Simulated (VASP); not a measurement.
# MnGa3 (Fm-3m) in VASP: a series of runs

Runs on MnGa3. Level: PBEsol. Tasks: single point.

Program: VASP 6.6.1. These are calculated values, not measurements. Logs are shortened: lines on timing, memory, paths and dates and some standing lists are left out, and cuts for length are marked.

### Step 1. The cell of the first run

The structure is cubic, space group Fm-3m (No. 225). Conventional cell: a = 6.354 Å, b = 6.354 Å, c = 6.354 Å, α = 90.00°, β = 90.00°, γ = 90.00°. Within 3.6 Å of Ga (site symmetry -43m) lie 10 Ga at 2.75 to 3.18 Å and 4 Mn at 2.75 Å. Within 3.6 Å of Ga (site symmetry m-3m) lie 8 Ga at 2.75 Å and 6 Mn at 3.18 Å. Mn (site symmetry m-3m) has 14 Ga at 2.75 to 3.18 Å within 3.6 Å.

### Step 2. Single point, PBEsol, collinear spin, ferromagnetic start

INCAR reads:

```
SYSTEM = MnGa3
ALGO = Normal
EDIFF = 1E-6
ENCUT = 520
GGA = PS
ISIF = 2
ISMEAR = 0
ISPIN = 2
LASPH = .TRUE.
LCHARG = .FALSE.
LMAXMIX = 4
LORBIT = 11
LREAL = .FALSE.
LWAVE = .FALSE.
MAGMOM = 0 0 0 0.5
NBANDS = 38
NELM = 150
PREC = Accurate
SIGMA = 0.1
```

KPOINTS reads:

```
k-points
0
G
  12 12 12
  0 0 0
```

POSCAR reads:

```
MnGa3
1.0
    0.0000000000      3.1769426435      3.1769426435
    3.1769426435      0.0000000000      3.1769426435
    3.1769426435      3.1769426435      0.0000000000
Ga Mn
3 1
Direct
    0.2500000000      0.2500000000      0.2500000000
    0.7500000000      0.7500000000      0.7500000000
    0.5000000000      0.5000000000      0.5000000000
    0.0000000000      0.0000000000      0.0000000000
```

Potentials or basis: VASP PAW PBE potentials, release 64 (Ga_d, Mn_pv).

Run with:

```console
$ cat potpaw_PBE.64/Ga_d/POTCAR potpaw_PBE.64/Mn_pv/POTCAR > POTCAR
$ mpirun -np 1 vasp_std > vasp.out
```

OUTCAR:

```text
SYSTEM = MnGa3
   EDIFF = 1E-6
   ENCUT = 520
   GGA = PS
   ISIF = 2
   ISMEAR = 0
   ISPIN = 2
   LASPH = .TRUE.
   LORBIT = 11
   LREAL = .FALSE.
   NELM = 150
   PREC = Accurate

 ion  position               nearest neighbor table
   1  0.250  0.250  0.250-   4 2.75   3 2.75   4 2.75   3 2.75   4 2.75   4 2.75   3 2.75   3 2.75

   2  0.750  0.750  0.750-   3 2.75   4 2.75   3 2.75   3 2.75   4 2.75   3 2.75   4 2.75   4 2.75

   3  0.500  0.500  0.500-   1 2.75   2 2.75   1 2.75   1 2.75   2 2.75   1 2.75   2 2.75   2 2.75

   4  0.000  0.000  0.000-   2 2.75   1 2.75   2 2.75   1 2.75   2 2.75   2 2.75   1 2.75   1 2.75

  LATTYP: Found a face centered cubic cell.
 ALAT       =     6.3538852870

  Lattice vectors:

 A1 = (   0.0000000000,   3.1769426435,   3.1769426435)
 A2 = (   3.1769426435,   0.0000000000,   3.1769426435)
 A3 = (   3.1769426435,   3.1769426435,   0.0000000000)

Analysis of symmetry for initial positions (statically):
=====================================================================
 Subroutine PRICEL returns:
 Original cell was already a primitive cell.

 Routine SETGRP: Setting up the symmetry group for a
 face centered cubic supercell.

 Subroutine GETGRP returns: Found 48 space group operations
 (whereof 48 operations were pure point group operations)
 out of a pool of 48 trial point group operations.

The static configuration has the point symmetry O_h .

Analysis of symmetry for dynamics (positions and initial velocities):
=====================================================================
 Subroutine PRICEL returns:
 Original cell was already a primitive cell.

 Routine SETGRP: Setting up the symmetry group for a
 face centered cubic supercell.

 Subroutine GETGRP returns: Found 48 space group operations
 (whereof 48 operations were pure point group operations)
 out of a pool of 48 trial point group operations.

The dynamic configuration has the point symmetry O_h .

Analysis of structural, dynamic, and magnetic symmetry:
=====================================================================
 Subroutine PRICEL returns:
 Original cell was already a primitive cell.

 Routine SETGRP: Setting up the symmetry group for a
 face centered cubic supercell.

 Subroutine GETGRP returns: Found 48 space group operations
 (whereof 48 operations were pure point group operations)
 out of a pool of 48 trial point group operations.

The overall configuration has the point symmetry O_h .

[... 128 lines left out ...]
   LHFCALC =     F    Hartree Fock is set to
   AEXX    =    0.0000 exact exchange contribution
   IVDW    =     0    specifies the selected vdW correction
   LEPSILON=     F    determine dielectric tensor
   LRPA    =     F    only Hartree local field effects (RPA)
 spin polarized calculation
 Gauss-broadening in eV      SIGMA  =   0.10
  energy-cutoff  :      520.00
  volume of cell :       64.13
 maximum number of plane-waves:      1759
 NGX is ok and might be reduce to    36
   NGX = 17   NGY = 17   NGZ = 17

 number of electron      52.0000017 magnetization       3.6779636

 Free energy of the ion-electron system (eV)
  ---------------------------------------------------
  ext. energy  EPLUGINS =         0.00000000
  ---------------------------------------------------
  free energy    TOTEN  =       -18.90192426 eV

  energy without entropy =      -18.89302851  energy(sigma->0) =      -18.89747639

 E-fermi :   7.0215     XC(G=0): -11.9397

 val. band max:        6.9939421417   @ k =   0.1667   0.0833   0.0000
 cond. band min:       7.0223068524   @ k =   0.3333   0.0000   0.0000
 fundamental gap:      0.0283647107
 Fermi energy:         7.0214605488

 spin component 1

 k-point     1 :       0.0000    0.0000    0.0000
  band No.  band energies     occupation
      1     -42.7561      1.00000
      2     -42.7561      1.00000
      3     -42.7561      1.00000
      4      -8.1067      1.00000
      5      -8.1067      1.00000
      6      -8.0615      1.00000
[... 973 lines left out ...]
     37      17.2035      0.00000
     38      17.6383      0.00000

 [... further k-points ...]

 spin component 2

 k-point     1 :       0.0000    0.0000    0.0000
  band No.  band energies     occupation
      1     -39.1556      1.00000
      2     -39.1556      1.00000
      3     -39.1556      1.00000
      4      -8.0998      1.00000
      5      -8.0998      1.00000
      6      -8.0568      1.00000
[... 973 lines left out ...]
     37      17.5225      0.00000
     38      17.8851      0.00000

 [... further k-points ...]

------------------------ aborting loop because EDIFF is reached ----------------------------------------

  FORCE on cell =-STRESS in cart. coord.  units (eV):
  Direction    XX          YY          ZZ          XY          YZ          ZX
  --------------------------------------------------------------------------------------
  -------------------------------------------------------------------------------------
  Total        0.0389464      0.0389464      0.0389464     -0.0000000     -0.0000000     -0.0000000
  in kB        0.9730146      0.9730146      0.9730146     -0.0000000     -0.0000000     -0.0000000
  external PRESSURE =       0.9730146 kB  Pullay stress =       0.0000000 kB

 VOLUME and BASIS-vectors are now :
 -----------------------------------------------------------------------------
  energy-cutoff  :      520.00
  volume of cell :       64.13
      direct lattice vectors                 reciprocal lattice vectors
     0.000000000  3.176942643  3.176942643    -0.157384019  0.157384019  0.157384019
     3.176942643  0.000000000  3.176942643     0.157384019 -0.157384019  0.157384019
     3.176942643  3.176942643  0.000000000     0.157384019  0.157384019 -0.157384019

 POSITION                                       TOTAL-FORCE (eV/Angst)
 -----------------------------------------------------------------------------------
      1.58847      1.58847      1.58847         0.000000      0.000000      0.000000
      4.76541      4.76541      4.76541        -0.000000     -0.000000     -0.000000
      3.17694      3.17694      3.17694         0.000000      0.000000      0.000000
      0.00000      0.00000      0.00000         0.000000      0.000000      0.000000
 -----------------------------------------------------------------------------------
    total drift:                                0.000000      0.000000      0.000000

  FREE ENERGIE OF THE ION-ELECTRON SYSTEM (eV)
  ---------------------------------------------------
  free  energy   TOTEN  =       -18.9019242610 eV

  energy  without entropy=      -18.8930285090  energy(sigma->0) =      -18.89747639

 total charge

# of ion       s       p       d       tot
------------------------------------------
    1        0.983   0.681   9.978  11.642
    2        0.983   0.681   9.978  11.642
    3        0.992   0.633   9.989  11.614
    4        0.303   6.178   5.032  11.513
--------------------------------------------------
tot          3.261   8.174  34.977  46.413

 magnetization (x)

# of ion       s       p       d       tot
------------------------------------------
    1        0.010  -0.030   0.007  -0.013
    2        0.010  -0.030   0.007  -0.013
    3        0.043  -0.031   0.002   0.014
    4        0.024   0.050   3.405   3.480
--------------------------------------------------
tot          0.088  -0.041   3.421   3.469
```

It took 11 min on 1 thread of Intel Xeon 8259CL, shared host; peak memory 0.42 GiB.

Results:

* Free energy: -18.9019 eV
* Pressure: 0.1 GPa
* Net moment: 3.68 μB per cell
* Site moments: Ga -0.01, +0.01 (each value once); Mn +3.48 μB
* Valence electrons inside the program's atomic spheres: Ga 11.64, 11.61 (each value once); Mn 11.51

Caveat: the PAW data sets were made with another functional, which shifts forces and pressure a little.

### Step 3. Single point, PBEsol

This run uses another cell than the first one, of 14.16 Å³/atom.

INCAR reads:

```
  PREC = Accurate
  ENCUT = 520
  EDIFF = 1E-7
  ISMEAR = 0
  SIGMA = 0.1
  LREAL = F
  LASPH = T
  NELM = 80
  ALGO = Fast
  ISIF = 2
  LWAVE = F
  LCHARG = F
  GGA = PS
  NBANDS = 34
```

KPOINTS reads:

```
Automatic mesh
0
Gamma
  12 12 12
```

POSCAR reads:

```
MnGa3
1.0
    0.0000000000      3.0483617118      3.0483617118
    3.0483617118      0.0000000000      3.0483617118
    3.0483617118      3.0483617118      0.0000000000
Ga Mn
3 1
Direct
    0.2500000000      0.2500000000      0.2500000000
    0.7500000000      0.7500000000      0.7500000000
    0.5000000000      0.5000000000      0.5000000000
    0.0000000000      0.0000000000      0.0000000000
```

Potentials or basis: VASP PAW PBE potentials, release 64 (Ga_d, Mn_pv).

Run with:

```console
$ cat potpaw_PBE.64/Ga_d/POTCAR potpaw_PBE.64/Mn_pv/POTCAR > POTCAR
$ mpirun -np 1 vasp_std > vasp.out
```

Wall time 1.8 min (1 thread of Intel Xeon Platinum 8488C (Sapphire Rapids), shared host); peak memory 0.26 GiB.

The run converged. Its results:

```yaml
Free_energy: -18.2700 eV
Pressure: 0.2 GPa
Band_gap_on_the_k_mesh: zero (bands 26 and 27 overlap by 1.00 eV)
```

Levels at points of the mesh, in eV from the Fermi level:
```
           k point  band 23  band 24  band 25  band 26  band 27  band 28  band 29  band 30
(0.00, 0.00, 0.00)    -1.00    -0.61    -0.61     0.61     0.61     0.61     1.33     3.27
(0.50, 0.00, 0.00)    -1.62    -1.02    -0.53    -0.53     0.22     0.22     2.06     2.06
(0.50, 0.50, 0.00)    -4.07    -1.46    -0.53    -0.53    -0.37     0.71     1.60     7.71
```

Caveat: the PAW data sets were made with another functional, which shifts forces and pressure a little; the run has no spin polarisation, though such a crystal can be magnetic. Spin polarisation is off, so any magnetic state and its effect on volume and gap are missing.
